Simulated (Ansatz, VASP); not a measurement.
## HfMo: VASP beside Ansatz

```
CELL_PARAMETERS angstrom
1.67753 -2.45192 0.00000
1.67753 2.45192 0.00000
0.00000 0.00000 4.47179
ATOMIC_POSITIONS crystal
Hf 0.00000 0.00000 0.00000
Mo 0.50000 0.50000 0.50000
```

Alike in both runs: functional PBE; k mesh 20 × 20 × 12; occupations gaussian, width 0.1 eV; no spin polarisation.

Ansatz relaxed the structure, and its values are those at the end. VASP's run is a single point on that final structure, the one shown.

|  | VASP | Ansatz |
| --- | --- | --- |
| version | VASP 6.6.1 | Ansatz 0.2.0 |
| potentials or method | VASP PAW PBE potentials, release 64 (Hf_pv, Mo_sv), cutoff 520 eV | scalar-relativistic, plane waves, PAW |
| valence electrons in the cell | 24 | 40 |

```csv
,VASP,Ansatz,Ansatz less VASP
gap on the k mesh at the Fermi level (eV),none,none,-
pressure (GPa),-0.3,0.0,+0.31
```

A gap of «none» marks a metal or a gap that the smearing closes. The functional is the same, so the differences come from potentials, cutoffs and numerics. VASP's potentials hold 24 valence electrons a cell and Ansatz's 40, so a difference there can come from the potentials and not from the codes.

Neither program's run includes spin-orbit coupling.
